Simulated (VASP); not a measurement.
Here is a VASP 6.6.1 calculation.

File INCAR:

```
PREC     = Accurate       # precision mode
ENCUT    = 520            # plane-wave cutoff, eV
EDIFF    = 1E-6           # SCF threshold, eV
ISMEAR   = 0              # smearing method
SIGMA    = 0.01           # smearing width, eV
LREAL    = False          # projectors in reciprocal space
LASPH    = True           # aspherical terms in the spheres
NELM     = 60             # most SCF steps
ALGO     = Normal         # electronic algorithm
ISIF     = 2              # what is computed and relaxed
LWAVE    = False          # write WAVECAR
LCHARG   = False          # write CHGCAR
GGA      = PE             # functional
NBANDS   = 18             # bands
```

The input KPOINTS:

```
Automatic mesh
0
Gamma
  6 6 6
```

POSCAR

```
Li2BrF
1.0
    1.7353772108      1.0019204998      5.4684601349
   -1.7353772108      1.0019204998      5.4684601349
    0.0000000000     -2.0038409996      5.4684601349
F Br Li
1 1 2
Direct
    1.0000000000      0.0000000000      0.0000000000
    0.5000000000      0.5000000000      0.5000000000
    0.2670198432      0.2670198432      0.2670198432
    0.7329801568      0.7329801568      0.7329801568
```

Potentials or basis: VASP PAW PBE potentials, release 64 (F, Br, Li_sv).

Run with:

```sh
$ cat potpaw_PBE.64/F/POTCAR potpaw_PBE.64/Br/POTCAR potpaw_PBE.64/Li_sv/POTCAR > POTCAR
$ mpirun -np 1 vasp_std > vasp.out
```

Predict the band gap on the k mesh.

3.45 eV.

Estimate the largest force.

0.007 eV/Å.

Forces in eV/Å, atoms in the order of the input:
```
F    0.000  0.000  0.000
Br   0.000  0.000  0.000
Li   0.000  0.000 -0.007
Li   0.000  0.000  0.007
```

 A k mesh can miss the band edges.
